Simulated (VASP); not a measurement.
# Sb (R-3m) in VASP: single point with PBE

Aim: the single point of Sb with PBE.

All numbers are computed with VASP 6.6.1; they aren't measurements. Logs are shortened: lines on timing, memory, paths and dates and some standing lists are left out, and cuts for length are marked.

## Step 1: The cell of the first run

Symmetry: R-3m, No. 166, trigonal system. Conventional cell: a = 4.335 Å, b = 4.335 Å, c = 11.446 Å, α = 90.00°, β = 90.00°, γ = 120.00°. Sb (site symmetry 3m) has 6 Sb at 2.94 to 3.38 Å within 3.9 Å.

## Step 2: Single point, PBE

Input file INCAR:

```
SYSTEM = Sb
  PREC = Accurate
  ENCUT = 500
  EDIFF = 1E-6
  ISMEAR = -1
  SIGMA = 0.0982
  LREAL = .FALSE.
  LASPH = .TRUE.
  NELM = 120
  ALGO = Normal
  ISIF = 2
  LWAVE = .FALSE.
  LCHARG = .FALSE.
  GGA = PE
  NBANDS = 12
  GGA_COMPAT = .FALSE.
```

Input file KPOINTS:

```
Automatic mesh
0
G
  9 9 9
  0 0 0
```

Input file POSCAR:

```
Sb
1.0
    2.1676895200      1.2515142900      3.8151760500
   -2.1676895200      1.2515142900      3.8151760500
    0.0000000000     -2.5030285800      3.8151760500
Sb
2
Direct
    0.7661900000      0.7661900000      0.7661900000
    0.2338100000      0.2338100000      0.2338100000
```

Potentials or basis: VASP PAW PBE potentials, release 64 (Sb).

Launch:

```bash
$ cat potpaw_PBE.64/Sb/POTCAR > POTCAR
$ mpirun -np 1 vasp_std > vasp.out
```

OUTCAR:

```text
SYSTEM = Sb
   PREC = Accurate
   ENCUT = 500
   EDIFF = 1E-6
   ISMEAR = -1
   LREAL = .FALSE.
   LASPH = .TRUE.
   NELM = 120
   ISIF = 2
   GGA = PE

 ion  position               nearest neighbor table
   1  0.766  0.766  0.766-   2 2.94   2 2.94   2 2.94   2 3.38   2 3.38   2 3.38
   2  0.234  0.234  0.234-   1 2.94   1 2.94   1 2.94   1 3.38   1 3.38   1 3.38

  LATTYP: Found a trigonal (rhomboedric) cell.
 ALAT       =     4.5629742675
 COS(alpha) =     0.5486347582

  Lattice vectors:

 A1 = (   2.1676895200,   1.2515142900,   3.8151760500)
 A2 = (  -2.1676895200,   1.2515142900,   3.8151760500)
 A3 = (   0.0000000000,  -2.5030285800,   3.8151760500)

Analysis of symmetry for initial positions (statically):
=====================================================================
 Subroutine PRICEL returns:
 Original cell was already a primitive cell.

 Routine SETGRP: Setting up the symmetry group for a
 trigonal (rhombohedral) supercell.

 Subroutine GETGRP returns: Found 12 space group operations
 (whereof 12 operations were pure point group operations)
 out of a pool of 12 trial point group operations.

The static configuration has the point symmetry D_3d.

Analysis of symmetry for dynamics (positions and initial velocities):
=====================================================================
 Subroutine PRICEL returns:
 Original cell was already a primitive cell.

 Routine SETGRP: Setting up the symmetry group for a
 trigonal (rhombohedral) supercell.

 Subroutine GETGRP returns: Found 12 space group operations
 (whereof 12 operations were pure point group operations)
 out of a pool of 12 trial point group operations.

The dynamic configuration has the point symmetry D_3d.

 Subroutine INISYM returns: Found 12 space group operations
 (whereof 12 operations are pure point group operations),
 and found     1 'primitive' translations

----------------------------------------------------------------------------------------

                                     Primitive cell

  volume of cell :      62.1010

  direct lattice vectors                    reciprocal lattice vectors
     2.167689520  1.251514290  3.815176050     0.230660339  0.133172005  0.087370367
    -2.167689520  1.251514290  3.815176050    -0.230660339  0.133172005  0.087370367
     0.000000000 -2.503028580  3.815176050     0.000000000 -0.266344009  0.087370367

  length of vectors
     4.562974267  4.562974267  4.562972755     0.280307966  0.280307966  0.280308245

  position of ions in fractional coordinates (direct lattice)
     0.766190000  0.766190000  0.766190000
     0.233810000  0.233810000  0.233810000

  ion indices of the primitive-cell ions
   primitive index   ion index
                 1           1
                 2           2

----------------------------------------------------------------------------------------

 KPOINTS: Automatic mesh

Automatic generation of k-mesh.
 Grid dimensions read from file:
 generate k-points for:    9    9    9

 Generating k-lattice:

  Cartesian coordinates                     Fractional coordinates (reciprocal lattice)
     0.025628927  0.014796889  0.009707819     0.111111111  0.000000000 -0.000000000
    -0.025628927  0.014796889  0.009707819     0.000000000  0.111111111 -0.000000000
     0.000000000 -0.029593779  0.009707819    -0.000000000 -0.000000000  0.111111111

  Length of vectors
     0.031145330  0.031145330  0.031145361

  Shift w.r.t. Gamma in fractional coordinates (k-lattice)
     0.000000000  0.000000000  0.000000000

 Subroutine IBZKPT returns following result:
 ===========================================

 Found     85 irreducible k-points:

 Following reciprocal coordinates:
            Coordinates               Weight
  0.000000  0.000000  0.000000      1.000000
  0.111111 -0.000000  0.000000      6.000000
  0.222222 -0.000000  0.000000      6.000000
  0.333333 -0.000000  0.000000      6.000000
  0.444444 -0.000000  0.000000      6.000000
  0.111111  0.111111  0.000000      6.000000
[... 16 lines left out ...]
 -0.333333  0.333333  0.000000      6.000000
  0.444444  0.444444  0.000000      6.000000
 [... further k-points ...]
   k-points           NKPTS =     85   k-points in BZ     NKDIM =     85   number of bands    NBANDS=     12
   number of dos      NEDOS =    301   number of ions     NIONS =      2
   total plane-waves  NPLWV =  46656
   dimension x,y,z NGX =    36 NGY =   36 NGZ =   36
   dimension x,y,z NGXF=    72 NGYF=   72 NGZF=   72
   ions per type =               2
   NGX,Y,Z   is equivalent  to a cutoff of  13.12, 13.12, 13.12 a.u.
   NGXF,Y,Z  is equivalent  to a cutoff of  26.23, 26.23, 26.23 a.u.
 SYSTEM =  Sb
   PREC   = accura    normal or accurate (medium, high low for compatibility)
   ISTART =      0    job   : 0-new  1-cont  2-samecut
   ICHARG =      2    charge: 1-file 2-atom 10-const
   ISPIN  =      1    spin polarized calculation?
   LNONCOLLINEAR =      F non collinear calculations
   LSORBIT =      F    spin-orbit coupling
   LASPH  =      T    aspherical Exc in radial PAW
   ENCUT  =  500.0 eV  36.75 Ry    6.06 a.u.   8.32  8.32  8.32*2*pi/ulx,y,z
   NELM   =    120;   NELMIN=  2; NELMDL= -5     # of ELM steps
   EDIFF  = 0.1E-05   stopping-criterion for ELM
   LREAL  =      F    real-space projection
   EDIFFG = 0.1E-04   stopping-criterion for IOM
   NSW    =      0    number of steps for IOM
   IBRION =     -1    ionic relax: 0-MD 1-quasi-New 2-CG
   NFREE  =      0    steps in history (QN), initial steepest desc. (CG)
   ISIF   =      2    stress and relaxation
   ISYM   =      2    0-nonsym 1-usesym 2-fastsym
   POTIM  = 0.5000    time-step for ionic-motion
   TEBEG  =    0.0;   TEEND  =   0.0 temperature during run
   PSTRESS=    0.0 pullay stress
   NELECT =      10.0000    total number of electrons
   NUPDOWN=      -1.0000    fix difference up-down
   EMIN   =  10.00;   EMAX   =-10.00  energy-range for DOS
   EFERMI =   0.00;   METHOD = LEGACY
   ISMEAR =    -1;   SIGMA  =   0.10  broadening in eV -4-tet -1-fermi 0-gaus
   EFERMI_NEDOS =   21; number of points for ismear=-14 and -15
   IALGO  =     38    algorithm
   IMIX   =      4    mixing-type and parameters
     AMIX     =   0.40;   BMIX     =  1.00
     AMIX_MAG =   1.60;   BMIX_MAG =  1.00
  volume/ion in A,a.u.               =      31.05       209.54
  Fermi-wavevector in a.u.,A,eV,Ry     =   0.890653  1.683090 10.792998  0.793263
  Thomas-Fermi vector in A             =   2.012372
   LORBIT       =      0    0 simple, 1 ext, 2 COOP (PROOUT), +10 PAW based schemes
   GGA     = PE    functional components
   LHFCALC =     F    Hartree Fock is set to
   AEXX    =    0.0000 exact exchange contribution
   IVDW    =     0    specifies the selected vdW correction
   LEPSILON=     F    determine dielectric tensor
   LRPA    =     F    only Hartree local field effects (RPA)
 non-spin polarized calculation
  energy-cutoff  :      500.00
  volume of cell :       62.10
 maximum number of plane-waves:      1593
 NGX is ok and might be reduce to    36
   NGX = 17   NGY = 17   NGZ = 17

 number of electron      10.0000000 magnetization

 Free energy of the ion-electron system (eV)
  ---------------------------------------------------
  ext. energy  EPLUGINS =         0.00000000
  ---------------------------------------------------
  free energy    TOTEN  =        -8.27922057 eV

  energy without entropy =       -8.26994944  energy(sigma->0) =       -8.27458500

 E-fermi :   6.9197     XC(G=0):  -9.4126

 val. band max:        6.8621812919   @ k =   0.3333   0.2222   0.2222
 cond. band min:       6.9695314247   @ k =   0.4444  -0.0000   0.0000
 fundamental gap:      0.1073501328
 Fermi energy:         6.9197010490

 k-point     1 :       0.0000    0.0000    0.0000
  band No.  band energies     occupation
      1      -5.5650      2.00000
      2       1.9886      2.00000
      3       4.8759      2.00000
      4       5.2338      2.00000
      5       5.2338      2.00000
      6       9.0122      0.00000
      7       9.5906      0.00000
      8       9.5906      0.00000
      9      12.0801      0.00000
     10      12.0801      0.00000
     11      12.1549      0.00000
     12      13.6159      0.00000

 k-point     2 :       0.1111   -0.0000    0.0000
  band No.  band energies     occupation
      1      -5.4322      2.00000
      2       1.4594      2.00000
      3       4.9286      2.00000
      4       5.2003      2.00000
      5       5.3916      2.00000
      6       8.9419      0.00000
      7       9.2287      0.00000
      8       9.2789      0.00000
      9      11.5965      0.00000
     10      11.9447      0.00000
     11      12.1440      0.00000
     12      14.4715      0.00000

 k-point     3 :       0.2222   -0.0000    0.0000
  band No.  band energies     occupation
      1      -5.0368      2.00000
      2       0.2969      2.00000
      3       4.9476      2.00000
      4       5.1334      2.00000
      5       5.7486      1.99999
      6       8.3710      0.00000
      7       8.4944      0.00000
      8       8.5779      0.00000
      9      11.7201      0.00000
     10      12.2227      0.00000
     11      12.7668      0.00000
     12      16.1747      0.00000
[... 286 lines left out ...]
 k-point    23 :      -0.3333    0.3333    0.0000
  band No.  band energies     occupation
      1      -2.6110      2.00000
      2      -2.4570      2.00000
      3       2.0513      2.00000
      4       4.1949      2.00000
      5       4.4257      2.00000
      6       9.0420      0.00000
      7       9.3257      0.00000
      8      12.1543      0.00000
      9      12.2040      0.00000
     10      13.4155      0.00000
     11      14.7194      0.00000
     12      16.8645      0.00000

 k-point    24 :       0.4444    0.4444    0.0000
  band No.  band energies     occupation
      1      -3.4326      2.00000
      2      -0.9227      2.00000
      3       1.8256      2.00000
      4       3.3434      2.00000
      5       3.4746      2.00000
      6       8.6050      0.00000
      7      11.6252      0.00000
      8      12.2322      0.00000
      9      13.1465      0.00000
     10      15.4198      0.00000
     11      16.4979      0.00000
     12      17.5725      0.00000

 [... further k-points ...]

------------------------ aborting loop because EDIFF is reached ----------------------------------------

  FORCE on cell =-STRESS in cart. coord.  units (eV):
  Direction    XX          YY          ZZ          XY          YZ          ZX
  --------------------------------------------------------------------------------------
  -------------------------------------------------------------------------------------
  Total        0.4952434      0.4952419      0.2967316      0.0000000     -0.0000000      0.0000000
  in kB       12.7770479     12.7770104      7.6555371      0.0000000     -0.0000000      0.0000000
  external PRESSURE =      11.0698651 kB  Pullay stress =       0.0000000 kB

 VOLUME and BASIS-vectors are now :
 -----------------------------------------------------------------------------
  energy-cutoff  :      500.00
  volume of cell :       62.10
      direct lattice vectors                 reciprocal lattice vectors
     2.167689520  1.251514290  3.815176050     0.230660339  0.133172005  0.087370367
    -2.167689520  1.251514290  3.815176050    -0.230660339  0.133172005  0.087370367
     0.000000000 -2.503028580  3.815176050     0.000000000 -0.266344009  0.087370367

 POSITION                                       TOTAL-FORCE (eV/Angst)
 -----------------------------------------------------------------------------------
      0.00000      0.00000      8.76945         0.000000      0.000000     -0.041060
      0.00000      0.00000      2.67608         0.000000      0.000000      0.041060
 -----------------------------------------------------------------------------------
    total drift:                                0.000000     -0.000000     -0.000000

  FREE ENERGIE OF THE ION-ELECTRON SYSTEM (eV)
  ---------------------------------------------------
  free  energy   TOTEN  =        -8.2792205702 eV

  energy  without entropy=       -8.2699494356  energy(sigma->0) =       -8.27458500
```

It took 69 s on 1 thread of Intel Xeon Platinum 8259CL at 2.50GHz (Skylake/Cascade Lake), shared host; peak memory 0.22 GiB.

Results:

```yaml
Free_energy: -8.2792 eV
Pressure: 1.1 GPa
Largest_force: 0.041 eV/Å
Band_gap_on_the_k_mesh: 0.11 eV, indirect (least direct gap 0.51 eV)
```

Forces on the atoms (eV/Å):
```
Sb   0.000  0.000 -0.041
Sb   0.000  0.000  0.041
```

Stress tensor (GPa, compression positive):
```
1.28 0.00 0.00
0.00 1.28 0.00
0.00 0.00 0.77
```

Levels at points of the mesh, in eV from the valence-band top:
```tsv
k point	band 2	band 3	band 4	band 5	band 6	band 7	band 8	band 9
(0.00, 0.00, 0.00)	-4.87	-1.99	-1.63	-1.63	2.15	2.73	2.73	5.22
```

Caveat: spin-orbit coupling is left out, which moves the levels of the heavy elements. A k mesh can miss the band edges.
